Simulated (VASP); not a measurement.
A run of VASP 6.6.1:

Contents of INCAR:

```
PREC = Accurate
ENCUT = 520
EDIFF = 1E-6
ISMEAR = 0
SIGMA = 0.1
LREAL = F
LASPH = T
NELM = 80
ALGO = Normal
ISIF = 2
LWAVE = F
LCHARG = F
GGA = PE
NBANDS = 51
```

KPOINTS

```
Automatic mesh
0
Gamma
  6 6 2
```

The input POSCAR:

```
MoW2
1.0
    3.0186976600      0.0000000000      0.0000000000
   -1.5093488300      2.6142688600      0.0000000000
    0.0000000000      0.0000000000     12.5842201600
Mo W
2 4
Direct
    0.3333333300      0.6666666700      0.2500000000
    0.6666666700      0.3333333300      0.7500000000
    0.3333333300      0.6666666700      0.8708151000
    0.6666666700      0.3333333300      0.1291849000
    0.6666666700      0.3333333300      0.3708151000
    0.3333333300      0.6666666700      0.6291849000
```

Potentials or basis: VASP PAW PBE potentials, release 64 (Mo_sv, W_sv).

The run is started by

```console
$ cat potpaw_PBE.64/Mo_sv/POTCAR potpaw_PBE.64/W_sv/POTCAR > POTCAR
$ mpirun -np 1 vasp_std > vasp.out
```

Hardware: 1 thread of Intel(R) Xeon(R) 6975P-C (Granite Rapids) (shared host).

Problem. How long does it take, and how much memory?

Solution. Wall time 58 s on 1 thread of Intel(R) Xeon(R) 6975P-C (Granite Rapids), on a shared host, peak memory 0.25 GiB. Counts: scf iterations 15, k points 14.
